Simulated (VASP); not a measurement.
TiZn3, 4 atoms in the cell. It takes space group Pm-3m (No. 221, cubic). The conventional cell has a = 3.879 Å, b = 3.879 Å, c = 3.879 Å, α = 90.00°, β = 90.00°, γ = 90.00°. Within 3.6 Å of Ti (site symmetry m-3m) lie 12 Zn at 2.74 Å. Within 3.6 Å of Zn (site symmetry 4/mmm) lie 4 Ti at 2.74 Å and 8 Zn at 2.74 Å. 

```yaml
Program: VASP 6.6.1
Task: electric field gradients
Functional: LDA
Potentials_or_basis: VASP PAW LDA potentials, release 64 (Ti_sv, Zn)
Cutoff: 520 eV
k_mesh: 9 × 9 × 9
Occupations: fermi-dirac, width 0.05 eV
Spin: no spin polarisation
Dipole_correction: no
Further_INCAR_settings: ALGO = Normal; EDIFF = 1e-08; NBANDS = 32
```

Potentials or basis: VASP PAW LDA potentials, release 64 (Ti_sv, Zn).

Command:

```bash
$ cat potpaw_LDA.64/Ti_sv/POTCAR potpaw_LDA.64/Zn/POTCAR > POTCAR
$ mpirun -np 1 vasp_std > vasp.out
```

Hardware: 1 thread of Intel(R) Xeon(R) 6975P-C (Granite Rapids), on a shared host.

Q: How long does it take, and how much memory?

A: Wall time 26 s on 1 thread of Intel(R) Xeon(R) 6975P-C (Granite Rapids) (shared host), peak memory 0.18 GiB. Counts: scf iterations 16, k points 35.
